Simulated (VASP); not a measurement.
**ZrB2: single point with PBE+D3(BJ)**

Crystal: ZrB2.

```
CELL_PARAMETERS angstrom
3.14529 0.00000 0.00000
-1.57264 2.72390 0.00000
0.00000 0.00000 3.50867
ATOMIC_POSITIONS crystal
Zr 0.00000 0.00000 0.00000
B 0.33333 0.66667 0.50000
B 0.66667 0.33333 0.50000
```

| Quantity | Value |
| --- | --- |
| Program | VASP 6.6.1 |
| Task | single point |
| Functional | PBE |
| Dispersion | D3(BJ) |
| Potentials or basis | VASP PAW PBE potentials, release 64 (Zr_sv, B) |
| Cutoff | 520 eV |
| k mesh | 18 × 18 × 14 |
| Occupations | gaussian, width 0.1 eV |
| Spin | no spin polarisation |

The pressure is 0.1 GPa, the band gap on the k mesh is zero (band 9 reaches 11.45 eV, above the bottom of band 10 at 10.25 eV) and the dispersion energy per atom is -0.399 eV.

Levels at points of the mesh, in eV from the Fermi level:
```
           k point  band 6  band 7  band 8  band 9  band 10  band 11  band 12  band 13
(0.00, 0.00, 0.00)   -2.74   -2.74   -2.70   -2.41     3.44     3.44     4.22     4.22
(0.50, 0.00, 0.00)   -8.59   -4.05   -3.15   -2.81     2.20     2.30     5.01     5.09
(0.00, 0.00, 0.50)   -7.09   -1.04   -1.04    0.28     0.28     0.73     0.73     1.80
(0.50, 0.00, 0.50)   -7.10   -4.76   -4.27   -2.02     3.78     4.13     5.40     6.36
```

Wall time 46 s on 1 thread of Intel(R) Xeon(R) 6975P-C (Granite Rapids), on a shared host, peak memory 0.26 GiB.

Caveat: pairwise dispersion overbinds metals, which lowers pressure and volume.
